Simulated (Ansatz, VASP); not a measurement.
Re in VASP and in Ansatz

POSCAR

```
Re
1.0
    2.7234873179      0.0000000000      0.0000000000
   -1.3617436590      2.3586092042      0.0000000000
    0.0000000000      0.0000000000      4.3979466679
Re
2
Direct
    0.6666666667      0.3333333333      0.7500000000
    0.3333333333      0.6666666667      0.2500000000
```

File INCAR.step1:

```
SYSTEM = Re
PREC     = Accurate       ! precision mode
ENCUT    = 520            ! plane-wave cutoff, eV
ISMEAR   = -1             ! smearing method
SIGMA    = 0.05           ! smearing width, eV
LREAL    = .FALSE.        ! projectors in reciprocal space
LASPH    = .TRUE.         ! aspherical terms in the spheres
NELM     = 60             ! most SCF steps
NBANDS   = 14             ! bands
GGA      = PE             ! functional
ALGO     = Normal         ! electronic algorithm
EDIFF    = 1E-4           ! SCF threshold, eV
LWAVE    = .TRUE.         ! write WAVECAR
LCHARG   = .FALSE.        ! write CHGCAR
```

Contents of INCAR.step2:

```
SYSTEM = Re
PREC     = Accurate       ! precision mode
ENCUT    = 520            ! plane-wave cutoff, eV
EDIFF    = 1E-6           ! SCF threshold, eV
ISMEAR   = -1             ! smearing method
SIGMA    = 0.05           ! smearing width, eV
LREAL    = .FALSE.        ! projectors in reciprocal space
LASPH    = .TRUE.         ! aspherical terms in the spheres
NELM     = 60             ! most SCF steps
ALGO     = Normal         ! electronic algorithm
ISIF     = 2              ! what is computed and relaxed
LWAVE    = .FALSE.        ! write WAVECAR
LCHARG   = .TRUE.         ! write CHGCAR
METAGGA  = R2SCAN         ! meta-GGA
LMIXTAU  = .TRUE.       
IVDW     = 13             ! dispersion correction
VDW_S6   = 1.0          
VDW_S8   = 0.6018749    
VDW_A1   = 0.51559235   
VDW_A2   = 5.77342911   
LELF     = .TRUE.         ! ELF
LVHAR    = .TRUE.       
NBANDS   = 14             ! bands
ISTART   = 1
```

Contents of KPOINTS:

```
regular mesh
0
G
  11 11 6
  0 0 0
```

Contents of input.yaml:

```yaml
crystal:
  lattice:
    - [2.7234873179, 0.0, 0.0]
    - [-1.361743659, 2.3586092042, 0.0]
    - [0.0, 0.0, 4.3979466679]
  atoms:
    - { symbol: Re, position: [0.6666666667, 0.3333333333, 0.75] }
    - { symbol: Re, position: [0.3333333333, 0.6666666667, 0.25] }
hamiltonian:
  xc: r2scan
  pseudopotentials: { kind: paw }
  dispersion: d4
kpoints:
  mp_grid: { grid: [11, 11, 6] }
scf:
  occupations: { method: fermi_dirac, width: 0.05 }
output:
  forces: true
  stress: true
  eigenvalues: true
  write_density: true
  write_potential: true
  elf: true
  volumetric_format: npy
```

Alike in both runs: task single point; functional r2SCAN; dispersion D4; k mesh 11 × 11 × 6; occupations fermi-dirac, width 0.05 eV; no spin polarisation.

|  | VASP | Ansatz |
| --- | --- | --- |
| version | VASP 6.6.1 | Ansatz 0.2.0 |
| potentials or method | VASP PAW PBE potentials, release 64 (Re) | Ansatz PAW |
| plane-wave cutoff (eV) | 520 | 500 |
| valence electrons in the cell | 14 | 30 |

```csv
,VASP,Ansatz,Ansatz less VASP
gap on the k mesh at the Fermi level (eV),none,none,-
pressure (GPa),15.1,14.7,-0.38
"traceless stress, the component that is largest in VASP (GPa)",0.58,0.65,+0.069
```

VASP's potentials were made for PBE, not for r2SCAN. A gap of «none» marks a metal or a gap that the smearing closes. VASP's potentials hold 14 valence electrons a cell and Ansatz's 30, so a difference there can come from the potentials and not from the codes.

Spin-orbit coupling is off throughout.
